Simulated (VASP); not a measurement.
SnO2: single point with r2SCAN

Crystal: SnO2.

```
Sn O
1.0
     0.00000    0.00000   -3.20071
    -4.75982    0.00000    0.00000
     0.00000   11.52012    0.00000
Sn O
4 8
Direct
  0.50000 0.50000 0.16652
  0.50000 0.50000 0.57971
  0.00000 0.00000 0.37312
  0.00000 0.00000 0.78631
  0.00000 0.69414 0.08634
  0.00000 0.69414 0.49954
  0.50000 0.19414 0.04010
  0.50000 0.19414 0.45329
  0.50000 0.80586 0.29294
  0.50000 0.80586 0.70613
  0.00000 0.30586 0.24669
  0.00000 0.30586 0.65989
```

This cell differs from its parent crystal: the distance across one plane changed.

```json
{"Program": "VASP 6.6.1", "Task": "single point", "Functional": "r2SCAN", "Potentials or basis": "VASP PAW PBE potentials, release 64 (Sn_d, O)", "Cutoff": "520 eV", "k mesh": "8 × 6 × 3", "Occupations": "gaussian, width 0.05 eV", "Spin": "no spin polarisation"}
```

```
Pressure               : 0.8 GPa
Largest force          : 1.472 eV/Å
Band gap on the k mesh : zero (bands 52 and 53 overlap by 0.12 eV)
```

Forces in eV/Å, atoms in the order of the input:
```
Sn  -0.085 -0.819  0.000
Sn   0.046 -1.471  0.000
Sn  -0.170 -1.246  0.000
Sn  -0.189  1.057  0.000
O    0.158 -0.574  0.000
O    0.116  0.532  0.000
O   -0.068 -0.407  0.000
O   -0.232  0.693  0.000
O   -0.162  0.552  0.000
O    0.252  0.284  0.000
O    0.398  0.941  0.000
O   -0.063  0.459  0.000
```

Stress tensor (GPa, compression positive):
```
 0.58  0.40  0.00
 0.40 -0.15  0.00
 0.00  0.00  1.97
```

Levels at points of the mesh, in eV from the Fermi level:
```
           k point  band 50  band 51  band 52  band 53  band 54  band 55
(0.00, 0.00, 0.00)    -0.79    -0.30     0.11     0.30     2.62     3.91
(0.50, 0.00, 0.00)    -0.73    -0.48    -0.32     0.17     3.27     5.90
(0.00, 0.50, 0.00)    -0.75    -0.49    -0.15     0.00     3.07     4.50
(0.50, 0.50, 0.00)    -0.66    -0.18    -0.08     0.28     2.82     5.26
```

Wall time 56 min on 1 thread of Oxide Virtual Turin-like Processor, with other jobs on the host, peak memory 0.52 GiB.

Caveat: the cell differs from its parent crystal (the distance across one plane changed); semilocal functionals underestimate gaps, so a narrow gap can read as zero; the PAW data sets were made with another functional, which shifts forces and pressure a little; spin-orbit coupling is left out, which moves the levels of the heavy elements.
